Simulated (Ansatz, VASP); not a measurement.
Ge: VASP beside Ansatz

File INCAR:

```
  ALGO = Normal
  EDIFF = 1E-6
  ENCUT = 520
  GGA = PE
  ISIF = 2
  ISMEAR = -1
  LASPH = T
  LCHARG = T
  LELF = T
  LREAL = F
  LVHAR = T
  LWAVE = F
  NBANDS = 13
  NELM = 100
  PREC = Accurate
  SIGMA = 0.1
```

The input KPOINTS:

```
k-points
0
Gamma
  15 15 15
```

The input POSCAR:

```
Ge
1.0
   -1.7130356495      1.7130356495      1.7130356495
    1.7130356495     -1.7130356495      1.7130356495
    1.7130356495      1.7130356495     -1.7130356495
Ge
1
Direct
    0.0000000000      0.0000000000      0.0000000000
```

Input for Ansatz:

```yaml
crystal:
  lattice:
    - [-1.7130356495, 1.7130356495, 1.7130356495]
    - [1.7130356495, -1.7130356495, 1.7130356495]
    - [1.7130356495, 1.7130356495, -1.7130356495]
  atoms:
    - { symbol: Ge, position: [0.0, 0.0, 0.0] }
hamiltonian:
  xc: pbe
  pseudopotentials:
    kind: paw
    azcp:
      Ge: "pseudopotentials/Ge.paw.azcp"
basis:
  ecutwfc: 420
  fft_grid_basis: typed
kpoints:
  mp_grid: { grid: [15, 15, 15], shift: [0, 0, 0] }
magnetization:
  spin_polarized: false
scf:
  occupations: { method: fermi_dirac, width: 0.1 }
  lower_state_search: "off"
output:
  stress: true
```

Alike in both runs: task single point; functional PBE; k mesh 15 × 15 × 15; occupations fermi-dirac, width 0.1 eV; no spin polarisation.

|  | VASP | Ansatz |
| --- | --- | --- |
| version | VASP 6.6.1 | Ansatz 0.2.0 |
| potentials or method | VASP PAW PBE potentials, release 64 (Ge_d), cutoff 520 eV | plane waves (420 eV) with PAW, scalar-relativistic |
| valence electrons in the cell | 14 | 14 |

VASP gave:

| Property | Result |
| --- | --- |
| pressure (GPa) | -2.7 |

Question: What did Ansatz give for the same quantities?

Answer: Pressure (GPa): -2.6.
